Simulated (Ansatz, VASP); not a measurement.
# MgO: VASP beside Ansatz

Contents of INCAR:

```
SYSTEM = MgO
PREC     = Accurate       ! precision mode
ENCUT    = 840            ! plane-wave cutoff, eV
EDIFF    = 1E-6           ! SCF threshold, eV
ISMEAR   = 0              ! smearing method
SIGMA    = 0.05           ! smearing width, eV
LREAL    = .False.        ! projectors in reciprocal space
LASPH    = .True.         ! aspherical terms in the spheres
NELM     = 120            ! most SCF steps
ALGO     = Normal         ! electronic algorithm
ISIF     = 2              ! what is computed and relaxed
LWAVE    = .False.        ! write WAVECAR
LCHARG   = .True.         ! write CHGCAR
GGA      = CA             ! functional
LELF     = .True.         ! ELF
LVHAR    = .True.       
NBANDS   = 42             ! bands
GGA_COMPAT= .False.
```

KPOINTS

```
regular mesh
0
Gamma
  6 6 6
  0 0 0
```

Contents of POSCAR:

```
MgO
1.0
    4.1607146133      0.0000000000      0.0000000000
    0.0000000000     -4.1607146133      0.0000000000
    0.0000000000      0.0000000000     -4.1607146133
Mg O
4 4
Direct
   -0.0530239000      1.0530239000      1.0249957062
    0.5000000000      0.5000000000      1.0000000000
    0.5000000000      1.0000000000      0.5000000000
    0.0000000000      0.5000000000      0.5000000000
    0.5000000000      0.0000000000      0.0000000000
    0.0000000000      0.5000000000      0.0000000000
    0.0000000000      0.0000000000      0.5000000000
    0.5000000000      0.5000000000      0.5000000000
```

Input for Ansatz:

```yaml
crystal:
  lattice:
    - [4.1607146133, 0.0, 0.0]
    - [0.0, -4.1607146133, 0.0]
    - [0.0, 0.0, -4.1607146133]
  atoms:
    - { symbol: Mg, position: [-0.0530239, 1.0530239, 1.0249957062] }
    - { symbol: Mg, position: [0.5, 0.5, 1.0] }
    - { symbol: Mg, position: [0.5, 1.0, 0.5] }
    - { symbol: Mg, position: [0.0, 0.5, 0.5] }
    - { symbol: O, position: [0.5, 0.0, 0.0] }
    - { symbol: O, position: [0.0, 0.5, 0.0] }
    - { symbol: O, position: [0.0, 0.0, 0.5] }
    - { symbol: O, position: [0.5, 0.5, 0.5] }
basis:
  ecutwfc: 420
kpoints:
  mp_grid: { grid: [6, 6, 6] }
hamiltonian:
  xc: lda
  pseudopotentials: { kind: paw, azcp: { folder: soft_1 } }
scf:
  occupations: { method: gaussian, width: 0.05 }
output:
  forces: true
  stress: true
  eigenvalues: true
```

Alike in both runs: task single point; functional LDA; k mesh 6 × 6 × 6; occupations gaussian, width 0.05 eV; no spin polarisation.

|  | VASP | Ansatz |
| --- | --- | --- |
| version | VASP 6.6.1 | Ansatz 0.2.0 |
| potentials or method | VASP PAW LDA potentials, release 64 (Mg_sv, O), cutoff 840 eV | scalar-relativistic, plane waves, PAW |
| valence electrons in the cell | 64 | 64 |

VASP gave:

* gap on the k mesh at the Fermi level (eV): 5.00
* least direct gap on the mesh (eV): 5.00
* pressure (GPa): 4.0
* traceless stress, the component that is largest in VASP (GPa): -2.41
* rms of the force components (eV/Å): 0.882

Problem. Estimate Ansatz's values.

Solution. gap on the k mesh at the Fermi level (eV): 5.00; least direct gap on the mesh (eV): 5.00; pressure (GPa): 3.4; traceless stress, the component that is largest in VASP (GPa): -2.34; rms of the force components (eV/Å): 0.859.

Ansatz warns that its potentials were made for another functional, while VASP's fit it. LDA's correlation is that of Perdew and Zunger in VASP and of Perdew and Wang (1992) in Ansatz. Atom by atom the forces differ by 0.025 eV/Å (rms over components).
